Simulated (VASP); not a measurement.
# CaO (P1) in VASP: notebook

Runs on CaO. Level: PBEsol. Tasks: single point.

Everything below comes from runs of VASP 6.6.1. Logs are shortened: lines on timing, memory, paths and dates and some standing lists are left out, and cuts for length are marked.

### 1 The cell of the first run

The typed cell holds 16 atoms: a = 6.781 Å, b = 6.781 Å, c = 6.781 Å, α = 60.00°, β = 60.00°, γ = 60.00°.

### 2 Single point, PBEsol

Input file INCAR:

```
SYSTEM = CaO
PREC     = Accurate       ! precision mode
ENCUT    = 520            ! plane-wave cutoff, eV
EDIFF    = 1E-6           ! SCF threshold, eV
ISMEAR   = -1             ! smearing method
SIGMA    = 0.112          ! smearing width, eV
LREAL    = Auto         
LASPH    = .TRUE.         ! aspherical terms in the spheres
NELM     = 60             ! most SCF steps
ALGO     = Normal         ! electronic algorithm
ISIF     = 2              ! what is computed and relaxed
LWAVE    = .FALSE.        ! write WAVECAR
LCHARG   = .TRUE.         ! write CHGCAR
GGA      = PS             ! functional
LELF     = .TRUE.         ! ELF
LVHAR    = .TRUE.       
NBANDS   = 78             ! bands
```

Input file KPOINTS:

```
regular mesh
0
G
  2 2 2
  0 0 0
```

Input file POSCAR:

```
CaO
1.0
    0.0000000000      4.7951002376      4.7951002376
    4.7951002376      0.0000000000      4.7951002376
    4.7951002376      4.7951002376      0.0000000000
Ca O
8 8
Direct
   -0.0093647677      0.0083558212      0.0123469786
    0.0019789993     -0.0128751219      0.5112119411
   -0.0028058850      0.4990009346      0.0162089417
    0.0072658544      0.4822311079      0.4995583786
    0.5020539469      0.0133206809     -0.0121409349
    0.4887564146      0.0101626656      0.4950472112
    0.5018850245      0.5140860207     -0.0092955304
    0.5014698089      0.4897176041      0.4968240249
    0.2440744598      0.2361538746      0.2697600542
    0.2449288736      0.2317468760      0.7796178004
    0.2539771725      0.7701177905      0.2267637685
    0.2527929428      0.7466314201      0.7434364921
    0.7396233289      0.2569537526      0.2476077540
    0.7580482826      0.2491198183      0.7417326696
    0.7668172338      0.7365561354      0.2313447989
    0.7616830346      0.7627011572      0.7352850463
```

Potentials or basis: VASP PAW PBE potentials, release 64 (Ca_sv, O).

Command:

```sh
cat potpaw_PBE.64/Ca_sv/POTCAR potpaw_PBE.64/O/POTCAR > POTCAR
mpirun -np 1 vasp_std > vasp.out
```

OUTCAR:

```text
SYSTEM = CaO
   PREC = Accurate
   ENCUT = 520
   EDIFF = 1E-6
   ISMEAR = -1
   LREAL = Auto
   LASPH = .TRUE.
   NELM = 60
   ISIF = 2
   GGA = PS

 ion  position               nearest neighbor table
   1  0.991  0.008  0.012-  10 2.29  11 2.30  13 2.32  15 2.39  14 2.42  12 2.54
   2  0.002  0.987  0.511-  16 2.23  12 2.32   9 2.36  14 2.36  11 2.42  13 2.52
   3  0.997  0.499  0.016-  15 2.17  13 2.40   9 2.40  12 2.42  10 2.42  16 2.48
   4  0.007  0.482  0.500-   9 2.28  14 2.31  15 2.44  16 2.48  10 2.49  11 2.57
   5  0.502  0.013  0.988-  10 2.24  11 2.36  14 2.36  16 2.41   9 2.43  15 2.44
   6  0.489  0.010  0.495-   9 2.26  13 2.39  12 2.40  10 2.44  16 2.46
   7  0.502  0.514  0.991-  11 2.36  13 2.37  12 2.38  16 2.44  14 2.46   9 2.57
   8  0.501  0.490  0.497-  13 2.31  14 2.41  12 2.41  15 2.46  10 2.47  11 2.49
   9  0.244  0.236  0.270-   6 2.26   4 2.28   2 2.36   3 2.40   5 2.43   7 2.57
  10  0.245  0.232  0.780-   5 2.24   1 2.29   3 2.42   6 2.44   8 2.47   4 2.49
  11  0.254  0.770  0.227-   1 2.30   5 2.36   7 2.36   2 2.42   8 2.49   4 2.57
  12  0.253  0.747  0.743-   2 2.32   7 2.38   6 2.40   8 2.41   3 2.42   1 2.54
  13  0.740  0.257  0.248-   8 2.31   1 2.32   7 2.37   6 2.39   3 2.40   2 2.52
  14  0.758  0.249  0.742-   4 2.31   5 2.36   2 2.36   8 2.41   1 2.42   7 2.46
  15  0.767  0.737  0.231-   3 2.17   1 2.39   4 2.44   5 2.44   8 2.46
  16  0.762  0.763  0.735-   2 2.23   5 2.41   7 2.44   6 2.46   4 2.48   3 2.48

  LATTYP: Found a face centered cubic cell.
 ALAT       =     9.5902004752

  Lattice vectors:

 A1 = (   0.0000000000,   4.7951002376,   4.7951002376)
 A2 = (   4.7951002376,   0.0000000000,   4.7951002376)
 A3 = (   4.7951002376,   4.7951002376,   0.0000000000)

Analysis of symmetry for initial positions (statically):
=====================================================================
 Subroutine PRICEL returns:
 Original cell was already a primitive cell.

 Routine SETGRP: Setting up the symmetry group for a
 face centered cubic supercell.

 Subroutine GETGRP returns: Found  1 space group operations
 (whereof  1 operations were pure point group operations)
 out of a pool of 48 trial point group operations.

The static configuration has the point symmetry C_1 .

Analysis of symmetry for dynamics (positions and initial velocities):
=====================================================================
 Subroutine PRICEL returns:
 Original cell was already a primitive cell.

 Routine SETGRP: Setting up the symmetry group for a
 face centered cubic supercell.

 Subroutine GETGRP returns: Found  1 space group operations
 (whereof  1 operations were pure point group operations)
 out of a pool of 48 trial point group operations.

The dynamic configuration has the point symmetry C_1 .

 Subroutine INISYM returns: Found  1 space group operations
 (whereof  1 operations are pure point group operations),
 and found     1 'primitive' translations

----------------------------------------------------------------------------------------

                                     Primitive cell

  volume of cell :     220.5073

  direct lattice vectors                    reciprocal lattice vectors
     0.000000000  4.795100238  4.795100238    -0.104273107  0.104273107  0.104273107
     4.795100238  0.000000000  4.795100238     0.104273107 -0.104273107  0.104273107
     4.795100238  4.795100238  0.000000000     0.104273107  0.104273107 -0.104273107

  length of vectors
     6.781295789  6.781295789  6.781295789     0.180606319  0.180606319  0.180606319

  position of ions in fractional coordinates (direct lattice)
     0.990635232  0.008355821  0.012346979
     0.001978999  0.987124878  0.511211941
     0.997194115  0.499000935  0.016208942
     0.007265854  0.482231108  0.499558379
     0.502053947  0.013320681  0.987859065
     0.488756415  0.010162666  0.495047211
[... 8 lines left out ...]
     0.766817234  0.736556135  0.231344799
     0.761683035  0.762701157  0.735285046

  ion indices of the primitive-cell ions
[... 59 lines left out ...]
[... 68 lines left out ...]
     75       9.2801      0.00000
     76       9.3700      0.00000

 k-point     3 :       0.0000    0.5000    0.0000
  band No.  band energies     occupation
      1     -35.2755      2.00000
      2     -35.2252      2.00000
      3     -35.2118      2.00000
      4     -35.1575      2.00000
      5     -34.8252      2.00000
      6     -34.8106      2.00000
[... 68 lines left out ...]
     75       9.2721      0.00000
     76       9.3231      0.00000

 k-point     4 :       0.0000    0.0000    0.5000
  band No.  band energies     occupation
      1     -35.2575      2.00000
      2     -35.2505      2.00000
      3     -35.2120      2.00000
      4     -35.1492      2.00000
      5     -34.8422      2.00000
      6     -34.7904      2.00000
[... 68 lines left out ...]
     75       9.3447      0.00000
     76       9.3646      0.00000

 k-point     5 :       0.5000    0.5000    0.5000
  band No.  band energies     occupation
      1     -35.2656      2.00000
      2     -35.2377      2.00000
      3     -35.2169      2.00000
      4     -35.1494      2.00000
      5     -34.8304      2.00000
      6     -34.8008      2.00000
[... 68 lines left out ...]
     75       9.3162      0.00000
     76       9.3316      0.00000

 k-point     6 :       0.5000    0.5000    0.0000
  band No.  band energies     occupation
      1     -35.2618      2.00000
      2     -35.2316      2.00000
      3     -35.2234      2.00000
      4     -35.1515      2.00000
      5     -34.8267      2.00000
      6     -34.8054      2.00000
[... 68 lines left out ...]
     75       8.8942      0.00000
     76       8.9508      0.00000

 k-point     7 :       0.0000    0.5000    0.5000
  band No.  band energies     occupation
      1     -35.2555      2.00000
      2     -35.2473      2.00000
      3     -35.2128      2.00000
      4     -35.1526      2.00000
      5     -34.8223      2.00000
      6     -34.8142      2.00000
[... 68 lines left out ...]
     75       8.8617      0.00000
     76       8.9555      0.00000

 k-point     8 :       0.5000    0.0000    0.5000
  band No.  band energies     occupation
      1     -35.2588      2.00000
      2     -35.2401      2.00000
      3     -35.2174      2.00000
      4     -35.1520      2.00000
      5     -34.8268      2.00000
      6     -34.8058      2.00000
[... 68 lines left out ...]
     75       8.8793      0.00000
     76       8.9530      0.00000
 [bands above 76 left out]

------------------------ aborting loop because EDIFF is reached ----------------------------------------

  FORCE on cell =-STRESS in cart. coord.  units (eV):
  Direction    XX          YY          ZZ          XY          YZ          ZX
  --------------------------------------------------------------------------------------
  -------------------------------------------------------------------------------------
  Total        0.2333486     -0.2321127     -0.2099707     -0.1134999      0.1323680      0.0662985
  in kB        1.6954800     -1.6865005     -1.5256194     -0.8246750      0.9617686      0.4817163
  external PRESSURE =      -0.5055467 kB  Pullay stress =       0.0000000 kB

 VOLUME and BASIS-vectors are now :
 -----------------------------------------------------------------------------
  energy-cutoff  :      520.00
  volume of cell :      220.51
      direct lattice vectors                 reciprocal lattice vectors
     0.000000000  4.795100238  4.795100238    -0.104273107  0.104273107  0.104273107
     4.795100238  0.000000000  4.795100238     0.104273107 -0.104273107  0.104273107
     4.795100238  4.795100238  0.000000000     0.104273107  0.104273107 -0.104273107

 POSITION                                       TOTAL-FORCE (eV/Angst)
 -----------------------------------------------------------------------------------
      0.09927      4.80940      4.79026        -0.560723      0.038534     -0.127416
      7.18468      2.46080      4.74285        -0.281302     -0.178904      0.261102
      2.47048      4.85937      7.17441        -0.848438     -0.425533      0.197684
      4.70778      2.43027      2.34719         0.878880     -0.286189      0.283708
      4.80076      7.14428      2.47127        -0.118017      0.605483     -0.528522
      2.42253      4.71744      2.39237        -0.391027      0.848215     -0.278068
[... 8 lines left out ...]
      4.64118      4.78629      7.20883         1.228541      0.209670     -0.206632
      7.18299      7.17811      7.30958        -0.176632     -0.052473     -0.934617
 -----------------------------------------------------------------------------------
    total drift:                               -0.003519      0.007781     -0.009289

  FREE ENERGIE OF THE ION-ELECTRON SYSTEM (eV)
  ---------------------------------------------------
  free  energy   TOTEN  =      -106.6488213060 eV

  energy  without entropy=     -106.6488208873  energy(sigma->0) =     -106.64882110
```

Run time: 5.7 min. Hardware: 1 thread of Intel Xeon Platinum 8488C (Sapphire Rapids), shared host; peak memory 0.39 GiB.

Results:

- Free energy: -106.6488 eV
- Pressure: -0.1 GPa
- Largest force: 1.389 eV/Å
- Band gap on the k mesh: 3.53 eV

Forces on the atoms (eV/Å):
```
Ca  -0.561  0.039 -0.127
Ca  -0.281 -0.179  0.261
Ca  -0.848 -0.426  0.198
Ca   0.879 -0.286  0.284
Ca  -0.118  0.605 -0.529
Ca  -0.391  0.848 -0.278
Ca  -0.015 -0.177  0.149
Ca   0.558 -0.119  0.445
O   -0.100 -0.308  0.756
O   -0.429 -1.010  0.850
O   -0.177  0.717 -0.725
O   -0.039  0.338  0.044
O    0.062 -0.029 -0.165
O    0.409 -0.171 -0.022
O    1.229  0.210 -0.207
O   -0.177 -0.052 -0.935
```

Levels at points of the mesh, in eV from the valence-band top:
```
           k point  band 60  band 61  band 62  band 63  band 64  band 65  band 66  band 67  band 68  band 69
(0.00, 0.00, 0.00)    -0.36    -0.35    -0.03    -0.01     0.00     3.53     3.57     3.59     4.54     6.13
(0.50, 0.00, 0.00)    -0.73    -0.68    -0.61    -0.59    -0.54     4.95     5.16     5.21     5.34     5.38
(0.00, 0.50, 0.00)    -0.69    -0.67    -0.64    -0.53    -0.51     4.94     5.10     5.15     5.41     5.44
(0.00, 0.00, 0.50)    -0.72    -0.69    -0.60    -0.56    -0.56     4.96     5.20     5.24     5.29     5.35
(0.50, 0.50, 0.50)    -0.72    -0.69    -0.63    -0.57    -0.56     5.02     5.16     5.20     5.33     5.37
(0.50, 0.50, 0.00)    -0.75    -0.33    -0.31    -0.28    -0.26     4.62     4.65     5.81     6.06     6.15
(0.00, 0.50, 0.50)    -0.78    -0.31    -0.30    -0.29    -0.28     4.50     4.69     5.88     6.11     6.19
(0.50, 0.00, 0.50)    -0.71    -0.33    -0.31    -0.29    -0.26     4.59     4.64     5.85     6.08     6.14
```

Caveat: the k points lie up to 0.57 Å⁻¹ apart; the atoms stand as in a frame of molecular dynamics; the PAW data sets were made with another functional, which shifts forces and pressure a little.

### 3 Single point, PBEsol

Input file INCAR:

```
PREC = Accurate
ENCUT = 520
EDIFF = 1E-7
ISMEAR = -1
SIGMA = 0.112
LREAL = Auto
LASPH = T
NELM = 60
ALGO = Normal
ISIF = 2
LWAVE = F
LCHARG = F
GGA = PS
NBANDS = 78
```

Input file KPOINTS:

```
regular mesh
0
Gamma
  2 2 2
```

Input file POSCAR:

```
CaO
1.0
    0.0000000000      4.7951002376      4.7951002376
    4.7951002376      0.0000000000      4.7951002376
    4.7951002376      4.7951002376      0.0000000000
Ca O
8 8
Direct
   -0.0175737724      0.0149830027      0.0237621727
    0.0049071967     -0.0253234539      0.5206761853
   -0.0039943899      0.4973167154      0.0287967911
    0.0123671033      0.4679206667      0.4998908013
    0.5045450314      0.0236234895     -0.0218316604
    0.4798369973      0.0166810903      0.4918884660
    0.5037510960      0.5289245009     -0.0193908355
    0.5024094139      0.4821255835      0.4936502644
    0.2411476179      0.2280448678      0.2825425816
    0.2413948495      0.2220023456      0.7956395718
    0.2589741483      0.7807165261      0.2109870388
    0.2580766697      0.7412651089      0.7383429594
    0.7277835347      0.2634872969      0.2462995436
    0.7625979268      0.2513147672      0.7350368763
    0.7761257983      0.7283649615      0.2225515520
    0.7683467117      0.7691433583      0.7249073696
```

Potentials or basis: VASP PAW PBE potentials, release 64 (Ca_sv, O).

Command:

```sh
cat potpaw_PBE.64/Ca_sv/POTCAR potpaw_PBE.64/O/POTCAR > POTCAR
mpirun -np 1 vasp_std > vasp.out
```

Run time: 6 min. Hardware: 1 thread of Intel Xeon Platinum 8488C (Sapphire Rapids), shared host; peak memory 0.39 GiB.

The run converged. Its results:

- Free energy: -105.5680 eV
- Pressure: 2.3 GPa
- Largest force: 2.441 eV/Å
- Band gap on the k mesh: 3.59 eV

Forces in eV/Å, atoms in the order of the input:
```
Ca  -0.928 -0.018 -0.248
Ca  -0.418 -0.315  0.817
Ca  -2.092 -0.630  0.298
Ca   1.639 -0.453  0.515
Ca  -0.129  1.136 -0.877
Ca  -0.613  1.647 -0.374
Ca  -0.084 -0.196  0.181
Ca   1.049 -0.144  0.719
O   -0.419 -0.872  0.944
O   -0.625 -1.693  1.272
O   -0.104  1.110 -1.019
O   -0.015  0.470  0.003
O   -0.032  0.049 -0.128
O    0.465 -0.160 -0.223
O    2.427  0.164 -0.199
O   -0.120 -0.095 -1.682
```

Stress tensor (GPa, compression positive):
```
 3.15 -0.35  0.17
-0.35  2.00  0.32
 0.17  0.32  1.83
```

Levels at points of the mesh, in eV from the valence-band top:
```
           k point  band 62  band 63  band 64  band 65  band 66  band 67
(0.00, 0.00, 0.00)    -0.05    -0.03     0.00     3.59     3.67     3.73
(0.50, 0.00, 0.00)    -0.51    -0.48    -0.41     4.78     5.10     5.21
(0.00, 0.50, 0.00)    -0.53    -0.47    -0.41     4.82     5.05     5.09
(0.00, 0.00, 0.50)    -0.54    -0.48    -0.44     4.84     5.16     5.22
(0.50, 0.50, 0.50)    -0.57    -0.50    -0.44     4.94     5.14     5.19
(0.50, 0.50, 0.00)    -0.30    -0.26    -0.21     4.66     4.75     5.55
(0.00, 0.50, 0.50)    -0.30    -0.27    -0.23     4.43     4.77     5.71
(0.50, 0.00, 0.50)    -0.32    -0.25    -0.20     4.61     4.69     5.59
```

Caveat: the k points lie up to 0.57 Å⁻¹ apart; the atoms stand as in a frame of molecular dynamics; the PAW data sets were made with another functional, which shifts forces and pressure a little.

### 4 Single point, PBEsol

Input file INCAR:

```
SYSTEM = CaO
PREC     = Accurate       ! precision mode
ENCUT    = 520            ! plane-wave cutoff, eV
EDIFF    = 1E-6           ! SCF threshold, eV
ISMEAR   = -1             ! smearing method
SIGMA    = 0.112          ! smearing width, eV
LREAL    = Auto         
LASPH    = .TRUE.         ! aspherical terms in the spheres
NELM     = 60             ! most SCF steps
ALGO     = Normal         ! electronic algorithm
ISIF     = 2              ! what is computed and relaxed
LWAVE    = .FALSE.        ! write WAVECAR
LCHARG   = .FALSE.        ! write CHGCAR
GGA      = PS             ! functional
NBANDS   = 78             ! bands
```

Input file KPOINTS:

```
regular mesh
0
G
  2 2 2
  0 0 0
```

Input file POSCAR:

```
CaO
1.0
    0.0000000000      4.7951002376      4.7951002376
    4.7951002376      0.0000000000      4.7951002376
    4.7951002376      4.7951002376      0.0000000000
Ca O
8 8
Direct
   -0.0240724895      0.0188456957      0.0335240124
    0.0099573518     -0.0362281269      0.5266132875
   -0.0013311505      0.4932353617      0.0344687268
    0.0136645736      0.4598029010      0.5018059854
    0.5077909490      0.0288512217     -0.0270746165
    0.4753778622      0.0169538687      0.4919898194
    0.5057876540      0.5444519135     -0.0305521246
    0.5022752144      0.4791370120      0.4908648169
    0.2410668063      0.2281596725      0.2823547857
    0.2392912438      0.2259019512      0.7905539639
    0.2649411768      0.7781875905      0.2072258036
    0.2660720187      0.7331598561      0.7358317502
    0.7157574044      0.2687346325      0.2458185317
    0.7621131611      0.2557074804      0.7315231854
    0.7716908545      0.7316549866      0.2295401442
    0.7654948423      0.7658439486      0.7229436984
```

Command:

```sh
cat potpaw_PBE.64/Ca_sv/POTCAR potpaw_PBE.64/O/POTCAR > POTCAR
mpirun -np 1 vasp_std > vasp.out
```

Wall time 3.8 min (1 thread of Intel Xeon Platinum 8488C (Sapphire Rapids), shared host); peak memory 0.39 GiB.

Results (log left out):

```
Free energy            : -105.4088 eV
Pressure               : 2.9 GPa
Largest force          : 2.146 eV/Å
Band gap on the k mesh : 3.71 eV
```

Forces in eV/Å, atoms in the order of the input:
```
Ca  -1.118 -0.052 -0.195
Ca  -0.346 -0.438  0.859
Ca  -1.660 -0.753  0.331
Ca   1.935 -0.503  0.779
Ca  -0.016  1.065 -1.062
Ca  -0.759  1.768 -0.203
Ca  -0.294  0.094 -0.241
Ca   1.276 -0.136  0.814
O   -0.670 -1.097  0.593
O   -0.512 -1.355  1.045
O    0.303  0.896 -0.902
O    0.201  0.149 -0.164
O   -0.294  0.314  0.114
O    0.174  0.034 -0.533
O    1.693  0.013 -0.053
O    0.086  0.002 -1.181
```

Stress tensor (GPa, compression positive):
```
 3.66 -0.34  0.16
-0.34  2.68  0.35
 0.16  0.35  2.27
```

Levels at points of the mesh, in eV from the valence-band top:
```
           k point  band 60  band 61  band 62  band 63  band 64  band 65  band 66  band 67  band 68  band 69
(0.00, 0.00, 0.00)    -0.34    -0.28    -0.05    -0.04     0.00     3.71     3.75     3.81     4.46     6.13
(0.50, 0.00, 0.00)    -0.68    -0.64    -0.50    -0.44    -0.39     4.91     5.19     5.27     5.41     5.46
(0.00, 0.50, 0.00)    -0.66    -0.58    -0.50    -0.44    -0.38     4.96     5.11     5.15     5.53     5.60
(0.00, 0.00, 0.50)    -0.67    -0.60    -0.57    -0.46    -0.43     5.03     5.21     5.25     5.40     5.50
(0.50, 0.50, 0.50)    -0.68    -0.61    -0.56    -0.49    -0.42     5.13     5.22     5.28     5.39     5.41
(0.50, 0.50, 0.00)    -0.63    -0.37    -0.29    -0.25    -0.20     4.67     4.88     5.70     5.98     6.08
(0.00, 0.50, 0.50)    -0.68    -0.39    -0.34    -0.25    -0.20     4.53     4.86     5.82     6.02     6.08
(0.50, 0.00, 0.50)    -0.54    -0.39    -0.33    -0.23    -0.19     4.70     4.76     5.69     6.02     6.04
```

Caveat: the k points lie up to 0.57 Å⁻¹ apart; the atoms stand as in a frame of molecular dynamics; the PAW data sets were made with another functional, which shifts forces and pressure a little.

### 5 Summary

```csv
cell,gap on the mesh (eV),pressure (GPa),largest force (eV/Å)
"as given, atomic positions A",3.53,-0.1,1.39
"as given, atomic positions B",3.59,2.3,2.44
"as given, atomic positions C",3.71,2.9,2.15
```

Alike in all rows: task single point; level PBEsol; potentials or basis VASP PAW PBE potentials, release 64 (Ca_sv, O); no spin polarisation; k mesh 2 × 2 × 2; cutoff (eV) 520; smearing fermi-dirac 0.112 eV.

Caveats: all runs use coarse meshes; the atoms stand as in a frame of molecular dynamics; the PAW data sets were made with another functional, which shifts forces and pressure a little.

Total energies depend on the potentials used, so only differences within one code and one set of settings carry meaning.
